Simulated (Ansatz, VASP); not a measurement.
AlN in VASP and in Ansatz

INCAR

```
SYSTEM = AlN
  PREC = Accurate
  ENCUT = 520
  EDIFF = 1E-6
  ISMEAR = 0
  SIGMA = 0.02
  LREAL = .False.
  LASPH = .True.
  NELM = 100
  ALGO = Normal
  ISIF = 2
  LWAVE = .False.
  LCHARG = .True.
  GGA = PE
  LELF = .True.
  LVHAR = .True.
  NBANDS = 16
```

KPOINTS

```
Automatic mesh
0
Gamma
  12 12 6
  0 0 0
```

File POSCAR:

```
AlN
1.0
    3.1302084200      0.0000000000      0.0000000000
   -1.5651042100      2.7108400109      0.0000000000
    0.0000000000      0.0000000000      5.0180433219
Al N
2 2
Direct
    0.6666666667      0.3333333333      0.4992342259
    0.3333333333      0.6666666667      0.9992342259
    0.6666666667      0.3333333333      0.8807657741
    0.3333333333      0.6666666667      0.3807657741
```

Input for Ansatz:

```yaml
crystal:
  lattice:
    - [3.13020842, 0.0, 0.0]
    - [-1.56510421, 2.7108400109, 0.0]
    - [0.0, 0.0, 5.0180433219]
  atoms:
    - { symbol: Al, position: [0.6666666667, 0.3333333333, 0.4992342259] }
    - { symbol: Al, position: [0.3333333333, 0.6666666667, 0.9992342259] }
    - { symbol: "N", position: [0.6666666667, 0.3333333333, 0.8807657741] }
    - { symbol: "N", position: [0.3333333333, 0.6666666667, 0.3807657741] }
basis:
  ecutwfc: 420
kpoints:
  mp_grid: { grid: [12, 12, 6] }
hamiltonian:
  xc: pbe
scf:
  occupations: { method: gaussian, width: 0.02 }
output:
  forces: true
  stress: true
  eigenvalues: true
```

Alike in both runs: task single point; functional PBE; k mesh 12 × 12 × 6; occupations gaussian, width 0.02 eV; no spin polarisation.

|  | VASP | Ansatz |
| --- | --- | --- |
| version | VASP 6.6.1 | Ansatz 0.2.0 |
| potentials or method | VASP PAW PBE potentials, release 64 (Al, N), cutoff 520 eV | scalar-relativistic, plane waves, PAW |
| valence electrons in the cell | 16 | 16 |

```csv
,VASP,Ansatz,Ansatz less VASP
gap on the k mesh at the Fermi level (eV),4.04,4.03,-0.009
least direct gap on the mesh (eV),4.04,4.03,-0.009
pressure (GPa),-0.3,0.0,+0.26
```
